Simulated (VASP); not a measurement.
Input of a VASP 6.6.1 run:

File INCAR:

```
ALGO = Normal
EDIFF = 1E-8
ENCUT = 600
GGA = PE
GGA_COMPAT = False
IBRION = 6
ISIF = 3
ISMEAR = 0
IVDW = 12
LASPH = True
LCHARG = True
LREAL = False
LWAVE = False
NBANDS = 19
NELM = 120
NFREE = 2
NSW = 1
POTIM = 0.015
PREC = Accurate
SIGMA = 0.01
```

The input KPOINTS:

```
k-points
0
Gamma
  8 8 8
```

The input POSCAR:

```
ZrO2
1.0
    0.0000000000      2.5437767819      2.5437767819
    2.5437767819      0.0000000000      2.5437767819
    2.5437767819      2.5437767819      0.0000000000
Zr O
1 2
Direct
    0.5000000000      0.5000000000      0.5000000000
    0.7500000000      0.7500000000      0.7500000000
    0.2500000000      0.2500000000      0.2500000000
```

Potentials or basis: VASP PAW PBE potentials, release 64 (Zr_sv, O).

Run with:

```console
$ cat potpaw_PBE.64/Zr_sv/POTCAR potpaw_PBE.64/O/POTCAR > POTCAR
$ mpirun -np 1 vasp_std > vasp.out
```

What does it give for the elastic constants C11, C12, C44?

535, 99, 65 GPa.

Estimate the Voigt bulk modulus.

245 GPa.

Estimate the highest phonon frequency at Γ, LO-TO splitting left out.

564 cm⁻¹.

Predict the dispersion energy per atom.

-0.267 eV.

Phonon frequencies in cm⁻¹ (negative: imaginary):
| q point | frequencies |
| --- | --- |
| (0.000, 0.000, 0.000) | 0 0 0 240 240 240 564 564 564 |
